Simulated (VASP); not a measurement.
Input of a VASP 6.6.1 run:

INCAR

```
PREC     = Accurate       # precision mode
ENCUT    = 520            # plane-wave cutoff, eV
EDIFF    = 1E-6           # SCF threshold, eV
ISMEAR   = 0              # smearing method
SIGMA    = 0.1121         # smearing width, eV
LREAL    = F              # projectors in reciprocal space
LASPH    = T              # aspherical terms in the spheres
NELM     = 60             # most SCF steps
ALGO     = Normal         # electronic algorithm
ISIF     = 2              # what is computed and relaxed
LWAVE    = F              # write WAVECAR
LCHARG   = F              # write CHGCAR
GGA      = PE             # functional
NBANDS   = 22             # bands
```

KPOINTS

```
regular mesh
0
Gamma
  8 8 5
```

File POSCAR:

```
CaSi2Sb2
1.0
    4.6806458706      0.0000000000      0.0000000000
   -2.3403229353      4.0535582300      0.0000000000
    0.0000000000      0.0000000000      5.1865166505
Si Ca Sb
2 1 2
Direct
    0.3333333333      0.6666666667      0.7577338415
    0.6666666667      0.3333333333      0.2422661585
    0.0000000000      0.0000000000      0.0000000000
    0.3333333333      0.6666666667      0.2738538443
    0.6666666667      0.3333333333      0.7261461557
```

Potentials or basis: VASP PAW PBE potentials, release 64 (Si, Ca_sv, Sb).

Launch:

```sh
$ cat potpaw_PBE.64/Si/POTCAR potpaw_PBE.64/Ca_sv/POTCAR potpaw_PBE.64/Sb/POTCAR > POTCAR
$ mpirun -np 1 vasp_std > vasp.out
```

**Question.** What does it give for the largest force?

**Answer.** 0.011 eV/Å.

**Question.** Predict the band gap on the k mesh.

**Answer.** Zero (band 14 reaches 10.11 eV, above the bottom of band 15 at 8.24 eV).

Stress tensor (GPa, compression positive):
```
20.33  0.00  0.00
 0.00 20.33  0.00
 0.00  0.00 20.49
```

Caveat: spin-orbit coupling is left out, which moves the levels of the heavy elements.
